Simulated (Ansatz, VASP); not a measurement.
Si3B4: VASP beside Ansatz

```
CELL_PARAMETERS angstrom
0.00000 4.65509 4.65509
4.65509 0.00000 4.65509
4.65509 4.65509 0.00000
ATOMIC_POSITIONS crystal
Si 0.50000 0.00000 0.50000
Si 0.50000 0.00000 0.00000
Si 0.00000 0.00000 0.50000
Si 0.00000 0.50000 0.00000
Si 0.00000 0.50000 0.50000
Si 0.50000 0.50000 0.00000
B 0.85757 0.42729 0.85757
B 0.14243 0.14243 0.14243
B 0.85757 0.85757 0.85757
B 0.57271 0.14243 0.14243
B 0.85757 0.85757 0.42729
B 0.42729 0.85757 0.85757
B 0.14243 0.14243 0.57271
B 0.14243 0.57271 0.14243
```

Alike in both runs: task single point; functional PBE; k mesh 4 × 4 × 4; occupations gaussian, width 0.1 eV; no spin polarisation.

|  | VASP | Ansatz |
| --- | --- | --- |
| version | VASP 6.6.1 | Ansatz 0.2.0 |
| potentials or method | VASP PAW PBE potentials, release 64 (Si, B), cutoff 520 eV | scalar-relativistic, plane waves, PAW |
| valence electrons in the cell | 48 | 48 |

Ansatz gave:

| Property | Result |
| --- | --- |
| gap on the k mesh at the Fermi level (eV) | none |
| pressure (GPa) | 9.6 |
| rms of the force components (eV/Å) | 0.271 |

Problem. What did VASP give for the same quantities?

Solution. gap on the k mesh at the Fermi level (eV): none; pressure (GPa): 9.5; rms of the force components (eV/Å): 0.270.

Atom by atom the forces differ by 0.001 eV/Å (rms over components). A gap of «none» marks a metal or a gap that the smearing closes. The functional is the same, so the differences come from potentials, cutoffs and numerics.
